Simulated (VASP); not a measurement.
# Mg6I in VASP: notebook

Mg6I is run at these levels: PBE+D3(BJ); tasks: single point.

Everything below comes from runs of VASP 6.6.1. Logs are shortened: lines on timing, memory, paths and dates and some standing lists are left out, and cuts for length are marked.

## 1. The cell of the first run

The cell holds a slab with vacuum, 14 atoms: a = 6.298 Å, b = 5.055 Å, c = 24.363 Å, α = 90.00°, β = 90.00°, γ = 90.00°.

## 2. Single point, PBE+D3(BJ)

Contents of INCAR:

```
PREC = Accurate
ENCUT = 520
EDIFF = 1E-6
ISMEAR = 0
SIGMA = 0.1
LREAL = F
LASPH = T
NELM = 100
ALGO = Normal
ISIF = 2
LWAVE = F
LCHARG = T
LDIPOL = T
IDIPOL = 3
DIPOL = 0.5 0.5 0.487
GGA = PE
IVDW = 12
LELF = T
LVHAR = T
LVACPOTAV = T
NBANDS = 32
```

Contents of KPOINTS:

```
Automatic mesh
0
Gamma
  3 4 1
```

Contents of POSCAR:

```
Mg6I
1.0
    6.2975027423      0.0000000000      0.0000000000
    0.0000000000      5.0545862324      0.0000000000
    0.0000000000      0.0000000000     24.3627635811
Mg I
12 2
Direct
    0.5000000000      0.7500000000      0.3283699722
    0.0000000000      0.7500000000      0.3283699722
    0.7500000000      0.2500000000      0.3656796240
    0.2500000000      0.2500000000      0.3656796240
    0.7500000000      0.7500000000      0.4402989276
    0.2500000000      0.7500000000      0.4402989276
    0.0001857295      0.2442309342      0.4761663813
    0.5001874765      0.2556124841      0.4762729644
   -0.0003117121      0.7413624290      0.5484883683
    0.4996852152      0.7588989782      0.5487688752
    0.2498894398      0.2504605197      0.5861599868
    0.7503656562      0.2497755157      0.5861587336
    0.0005033997     -0.0298027900      0.6649451543
    0.5005255605      0.5262930715      0.6652465512
```

Potentials or basis: VASP PAW PBE potentials, release 64 (Mg, I).

Command:

```
$ cat potpaw_PBE.64/Mg/POTCAR potpaw_PBE.64/I/POTCAR > POTCAR
$ mpirun -np 1 vasp_std > vasp.out
```

OUTCAR:

```text
PREC = Accurate
   ENCUT = 520
   EDIFF = 1E-6
   ISMEAR = 0
   LREAL = F
   LASPH = T
   NELM = 100
   ISIF = 2
   GGA = PE
   IVDW = 12
 IVDW          = 12

 ion  position               nearest neighbor table
   1  0.500  0.750  0.328-   3 3.11   4 3.11   3 3.11   4 3.11   2 3.15   2 3.15   6 3.15   5 3.15

   2  0.000  0.750  0.328-   3 3.11   4 3.11   3 3.11   4 3.11   1 3.15   1 3.15   6 3.15   5 3.15

   3  0.750  0.250  0.366-   1 3.11   2 3.11   1 3.11   2 3.11   5 3.11   5 3.11   7 3.12   8 3.12
                             4 3.15   4 3.15
   4  0.250  0.250  0.366-   1 3.11   2 3.11   1 3.11   2 3.11   6 3.11   6 3.11   7 3.12   8 3.12
                             3 3.15   3 3.15
   5  0.750  0.750  0.440-   9 3.07  10 3.08   7 3.08   8 3.08   3 3.11   3 3.11   8 3.13   7 3.13
                             6 3.15   6 3.15   2 3.15   1 3.15
   6  0.250  0.750  0.440-   9 3.07  10 3.08   7 3.08   8 3.08   4 3.11   4 3.11   7 3.13   8 3.13
                             5 3.15   5 3.15   2 3.15   1 3.15
   7  0.000  0.244  0.476-   9 3.07   6 3.08   5 3.08   9 3.09  11 3.11  12 3.11   4 3.12   3 3.12
                             6 3.13   5 3.13   8 3.15   8 3.15
   8  0.500  0.256  0.476-  10 3.07   5 3.08   6 3.08  10 3.10  12 3.11  11 3.11   3 3.12   4 3.12
                             5 3.13   6 3.13   7 3.15   7 3.15
   9  1.000  0.741  0.548-  13 3.06   7 3.07   5 3.07   6 3.07  12 3.08  11 3.08   7 3.09  12 3.15
                            10 3.15  10 3.15  11 3.15
  10  0.500  0.759  0.549-   8 3.07  14 3.07   6 3.08   5 3.08  11 3.08  12 3.08   8 3.10  11 3.15
                             9 3.15   9 3.15  12 3.15
  11  0.250  0.250  0.586-  14 2.85  13 2.86  10 3.08   9 3.08   8 3.11   7 3.11  12 3.15  10 3.15
                            12 3.15   9 3.15
  12  0.750  0.250  0.586-  14 2.85  13 2.86  10 3.08   9 3.08   8 3.11   7 3.11  11 3.15   9 3.15
                            11 3.15  10 3.15
  13  0.001  0.970  0.665-  11 2.86  12 2.86   9 3.06
  14  0.501  0.526  0.665-  12 2.85  11 2.85  10 3.07

  LATTYP: Found a simple orthorhombic cell.
 ALAT       =     5.0545862324
 B/A-ratio  =     1.2458987646
 C/A-ratio  =     4.8199323270

  Lattice vectors:

 A1 = (   0.0000000000,  -5.0545862324,   0.0000000000)
 A2 = (   6.2975027423,   0.0000000000,   0.0000000000)
 A3 = (   0.0000000000,   0.0000000000,  24.3627635811)

Analysis of symmetry for initial positions (statically):
=====================================================================
 Subroutine PRICEL returns:
 Original cell was already a primitive cell.

 Routine SETGRP: Setting up the symmetry group for a
 simple orthorhombic supercell.

 Subroutine GETGRP returns: Found  1 space group operations
 (whereof  1 operations were pure point group operations)
 out of a pool of  8 trial point group operations.

The static configuration has the point symmetry C_1 .

Analysis of symmetry for dynamics (positions and initial velocities):
=====================================================================
 Subroutine PRICEL returns:
 Original cell was already a primitive cell.

 Routine SETGRP: Setting up the symmetry group for a
 simple orthorhombic supercell.

 Subroutine GETGRP returns: Found  1 space group operations
 (whereof  1 operations were pure point group operations)
 out of a pool of  8 trial point group operations.

The dynamic configuration has the point symmetry C_1 .

 Subroutine INISYM returns: Found  1 space group operations
 (whereof  1 operations are pure point group operations),
 and found     1 'primitive' translations

----------------------------------------------------------------------------------------

                                     Primitive cell

  volume of cell :     775.4977

  direct lattice vectors                    reciprocal lattice vectors
     6.297502742  0.000000000  0.000000000     0.158793103  0.000000000  0.000000000
[... 50 lines left out ...]
     0.052931034  0.000000000  0.000000000     0.333333333  0.000000000  0.000000000
     0.000000000  0.049460033  0.000000000     0.000000000  0.250000000  0.000000000
     0.000000000  0.000000000  0.041046247     0.000000000  0.000000000  1.000000000

  Length of vectors
     0.052931034  0.049460033  0.041046247

  Shift w.r.t. Gamma in fractional coordinates (k-lattice)
     0.000000000  0.000000000  0.000000000

 Subroutine IBZKPT returns following result:
 ===========================================

 Found      7 irreducible k-points:

 Following reciprocal coordinates:
            Coordinates               Weight
  0.000000  0.000000  0.000000      1.000000
  0.333333  0.000000  0.000000      2.000000
  0.000000  0.250000  0.000000      2.000000
  0.333333  0.250000  0.000000      2.000000
 -0.333333  0.250000  0.000000      2.000000
  0.000000  0.500000  0.000000      1.000000
  0.333333  0.500000  0.000000      2.000000
   k-points           NKPTS =      7   k-points in BZ     NKDIM =      7   number of bands    NBANDS=     32
   number of dos      NEDOS =    301   number of ions     NIONS =     14
   total plane-waves  NPLWV = 368640
   dimension x,y,z NGX =    48 NGY =   40 NGZ =  192
   dimension x,y,z NGXF=    96 NGYF=   80 NGZF=  384
   ions per type =              12   2
   NGX,Y,Z   is equivalent  to a cutoff of  12.67, 13.16, 13.10 a.u.
   NGXF,Y,Z  is equivalent  to a cutoff of  25.34, 26.31, 26.20 a.u.
 SYSTEM =  unknown system
   PREC   = accura    normal or accurate (medium, high low for compatibility)
   ISTART =      0    job   : 0-new  1-cont  2-samecut
   ICHARG =      2    charge: 1-file 2-atom 10-const
   ISPIN  =      1    spin polarized calculation?
   LNONCOLLINEAR =      F non collinear calculations
   LSORBIT =      F    spin-orbit coupling
   LASPH  =      T    aspherical Exc in radial PAW
   ENCUT  =  520.0 eV  38.22 Ry    6.18 a.u.  11.71  9.40 45.30*2*pi/ulx,y,z
   NELM   =    100;   NELMIN=  2; NELMDL= -5     # of ELM steps
   EDIFF  = 0.1E-05   stopping-criterion for ELM
   LREAL  =      F    real-space projection
   EDIFFG = 0.1E-04   stopping-criterion for IOM
   NSW    =      0    number of steps for IOM
   IBRION =     -1    ionic relax: 0-MD 1-quasi-New 2-CG
   NFREE  =      0    steps in history (QN), initial steepest desc. (CG)
   ISIF   =      2    stress and relaxation
   ISYM   =      2    0-nonsym 1-usesym 2-fastsym
   POTIM  = 0.5000    time-step for ionic-motion
   TEBEG  =    0.0;   TEEND  =   0.0 temperature during run
   PSTRESS=    0.0 pullay stress
   NELECT =      38.0000    total number of electrons
   NUPDOWN=      -1.0000    fix difference up-down
   EMIN   =  10.00;   EMAX   =-10.00  energy-range for DOS
   EFERMI =   0.00;   METHOD = LEGACY
   ISMEAR =     0;   SIGMA  =   0.10  broadening in eV -4-tet -1-fermi 0-gaus
   EFERMI_NEDOS =   21; number of points for ismear=-14 and -15
   IALGO  =     38    algorithm
   IMIX   =      4    mixing-type and parameters
     AMIX     =   0.40;   BMIX     =  1.00
     AMIX_MAG =   1.60;   BMIX_MAG =  1.00
  volume/ion in A,a.u.               =      55.39       373.81
  Fermi-wavevector in a.u.,A,eV,Ry     =   0.599068  1.132074  4.882886  0.358882
  Thomas-Fermi vector in A             =   1.650410
   LORBIT       =      0    0 simple, 1 ext, 2 COOP (PROOUT), +10 PAW based schemes
   GGA     = PE    functional components
   LHFCALC =     F    Hartree Fock is set to
   AEXX    =    0.0000 exact exchange contribution
   IVDW    =    12    specifies the selected vdW correction
   LEPSILON=     F    determine dielectric tensor
   LRPA    =     F    only Hartree local field effects (RPA)
 non-spin polarized calculation
 Gauss-broadening in eV      SIGMA  =   0.10
  energy-cutoff  :      520.00
  volume of cell :      775.50
 maximum number of plane-waves:     20899
   NGX = 23   NGY = 19   NGZ = 91

 dipolmoment           0.000000      0.000000     -0.216672 electrons x Angstroem

 number of electron      37.9999998 magnetization

 dipolmoment           0.000000      0.000000      0.121326 electrons x Angstroem

 Free energy of the ion-electron system (eV)
  ---------------------------------------------------
  ext. energy  EPLUGINS =         0.00000000
  ---------------------------------------------------
  free energy    TOTEN  =       -21.36077975 eV

  energy without entropy =      -21.32394299  energy(sigma->0) =      -21.34236137

 E-fermi :  -0.6574     XC(G=0):  -4.3401

 val. band max:       -0.6815521547   @ k =  -0.3333   0.2500   0.0000
 cond. band min:      -0.5948432081   @ k =   0.3333   0.0000   0.0000
 fundamental gap:      0.0867089466
 Fermi energy:        -0.6573631768

 k-point     1 :       0.0000    0.0000    0.0000
  band No.  band energies     occupation
      1     -14.3333      2.00000
      2     -13.7457      2.00000
      3      -7.4857      2.00000
      4      -6.4535      2.00000
      5      -5.3919      2.00000
      6      -5.0611      2.00000
[... 227 lines left out ...]
     30       2.8782      0.00000
     31       3.3873      0.00000
 [bands above 31 left out]

------------------------ aborting loop because EDIFF is reached ----------------------------------------

 Edisp (eV)   -3.43382

 E8    (eV) :    -1.5570

  FORCE on cell =-STRESS in cart. coord.  units (eV):
  Direction    XX          YY          ZZ          XY          YZ          ZX
  --------------------------------------------------------------------------------------
  -------------------------------------------------------------------------------------
  Total       2.13643     1.79707    -0.00912     0.00003     0.02409    -0.00935
  in kB       4.41386     3.71275    -0.01884     0.00006     0.04977    -0.01933
  external pressure =        2.70 kB  Pullay stress =        0.00 kB

 VOLUME and BASIS-vectors are now :
 -----------------------------------------------------------------------------
  energy-cutoff  :      520.00
  volume of cell :      775.50
      direct lattice vectors                 reciprocal lattice vectors
     6.297502742  0.000000000  0.000000000     0.158793103  0.000000000  0.000000000
     0.000000000  5.054586232  0.000000000     0.000000000  0.197840131  0.000000000
     0.000000000  0.000000000 24.362763581     0.000000000  0.000000000  0.041046247

 POSITION                                       TOTAL-FORCE (eV/Angst)
 -----------------------------------------------------------------------------------
      3.14875      3.79094      8.00000         0.000079     -0.014362      0.054470
      0.00000      3.79094      8.00000         0.000055      0.014407      0.053703
      4.72313      1.26365      8.90897        -0.000191     -0.000280     -0.107446
      1.57438      1.26365      8.90897         0.001066     -0.000466     -0.107437
      4.72313      3.79094     10.72690        -0.002170     -0.000970      0.065353
      1.57438      3.79094     10.72690         0.002358     -0.000863      0.065371
      0.00117      1.23449     11.60073        -0.001479      0.002082      0.001011
      3.14993      1.29202     11.60333        -0.001540      0.002396     -0.001665
      6.29554      3.74728     13.36269         0.003494     -0.007104      0.001895
      3.14677      3.83592     13.36953         0.003534     -0.001274     -0.008604
      1.57368      1.26597     14.28048         0.001023     -0.003778     -0.007465
      4.72543      1.26251     14.28045        -0.003846      0.000769     -0.007606
      0.00317      4.90395     16.19990        -0.000929      0.007494     -0.000615
      3.15206      2.66019     16.20724        -0.001453      0.001949     -0.000965
 -----------------------------------------------------------------------------------
    total drift:                                0.000049     -0.000011     -0.000241

  FREE ENERGIE OF THE ION-ELECTRON SYSTEM (eV)
  ---------------------------------------------------
  free  energy   TOTEN  =       -24.7946014244 eV

  energy  without entropy=      -24.7577646568  energy(sigma->0) =      -24.77618304

 vacuum level on the upper side and lower side of the slab         3.564         2.875
```

Run time: 6.3 min. Hardware: 1 thread of Intel Xeon Platinum 8375C at 2.90GHz (Ice Lake), shared host; peak memory 0.77 GiB.

What came out:

```
Free energy                : -24.7946 eV
Largest force              : 0.107 eV/Å
Band gap on the k mesh     : zero (band 19 reaches -0.53 eV, above the bottom of band 20 at -1.19 eV)
Dispersion energy per atom : -0.245 eV
```

Forces in eV/Å, atoms in the order of the input:
```
Mg   0.000 -0.014  0.054
Mg   0.000  0.014  0.054
Mg   0.000  0.000 -0.107
Mg   0.001  0.000 -0.107
Mg  -0.002 -0.001  0.065
Mg   0.002 -0.001  0.065
Mg  -0.001  0.002  0.001
Mg  -0.002  0.002 -0.002
Mg   0.003 -0.007  0.002
Mg   0.004 -0.001 -0.009
Mg   0.001 -0.004 -0.007
Mg  -0.004  0.001 -0.008
I   -0.001  0.007 -0.001
I   -0.001  0.002 -0.001
```

Caveat: spin-orbit coupling is left out, which moves the levels of the heavy elements.

## 3. Single point, PBE+D3(BJ)

Contents of INCAR:

```
SYSTEM = Mg6I
ALGO = Normal ; DIPOL = 0.5 0.5 0.486
EDIFF = 1E-6 ; ENCUT = 520
GGA = PE ; IDIPOL = 3
ISIF = 2 ; ISMEAR = 0
IVDW = 12 ; LASPH = .True.
LCHARG = .False. ; LDIPOL = .True.
LREAL = .False. ; LWAVE = .False.
NBANDS = 32 ; NELM = 80
PREC = Accurate ; SIGMA = 0.1
```

Contents of KPOINTS:

```
k-points
0
Gamma
  3 4 1
  0 0 0
```

Contents of POSCAR:

```
Mg6I
1.0
    6.2975027423      0.0000000000      0.0000000000
    0.0000000000      5.0545862324      0.0000000000
    0.0000000000      0.0000000000     24.3994635811
Mg I
12 2
Direct
    0.5000000000      0.7500000000      0.3278760606
    0.0000000000      0.7500000000      0.3278760606
    0.7500000000      0.2500000000      0.3651295937
    0.2500000000      0.2500000000      0.3651295937
    0.7500000000      0.7500000000      0.4396366601
    0.2500000000      0.7500000000      0.4396366601
    0.0000101300      0.2442759570      0.4754410106
    0.4999805087      0.2557628066      0.4754508143
    0.0001661095      0.7410111132      0.5477618172
    0.5000854862      0.7589574330      0.5477659438
    0.2501846039      0.2500761975      0.5851963520
    0.7502275103      0.2499533902      0.5851659951
    0.5004952471     -0.4723033468      0.6640731633
    0.0004184120     -0.0278172587      0.6640564652
```

Potentials or basis: VASP PAW PBE potentials, release 64 (Mg, I).

Command:

```
$ cat potpaw_PBE.64/Mg/POTCAR potpaw_PBE.64/I/POTCAR > POTCAR
$ mpirun -np 1 vasp_std > vasp.out
```

Wall time 6.1 min (1 thread of Intel Xeon Platinum 8375C at 2.90GHz (Ice Lake), shared host); peak memory 0.77 GiB.

It converged, with:

* Free energy: -24.7947 eV
* Largest force: 0.109 eV/Å
* Band gap on the k mesh: zero (band 19 reaches -0.54 eV, above the bottom of band 20 at -1.20 eV)
* Dispersion energy per atom: -0.245 eV

Forces on the atoms (eV/Å):
```
Mg   0.000 -0.014  0.054
Mg   0.000  0.014  0.054
Mg   0.000  0.000 -0.109
Mg   0.000  0.000 -0.109
Mg   0.001  0.000  0.064
Mg   0.001  0.000  0.064
Mg   0.000 -0.001  0.001
Mg   0.001  0.000  0.000
Mg  -0.001  0.002 -0.001
Mg   0.001 -0.001 -0.001
Mg   0.001  0.001 -0.004
Mg   0.000 -0.001 -0.003
I   -0.002 -0.001 -0.006
I   -0.001  0.001 -0.005
```

Levels at points of the mesh, in eV from the Fermi level:
```
           k point  band 15  band 16  band 17  band 18  band 19  band 20  band 21  band 22  band 23  band 24
(0.00, 0.00, 0.00)    -1.63    -1.25    -0.77    -0.31    -0.27     0.20     0.45     0.73     1.48     1.52
(0.00, 0.50, 0.00)    -1.62    -1.57    -1.39    -1.29    -0.73    -0.53     0.07     0.11     0.63     1.17
```

Caveat: spin-orbit coupling is left out, which moves the levels of the heavy elements.
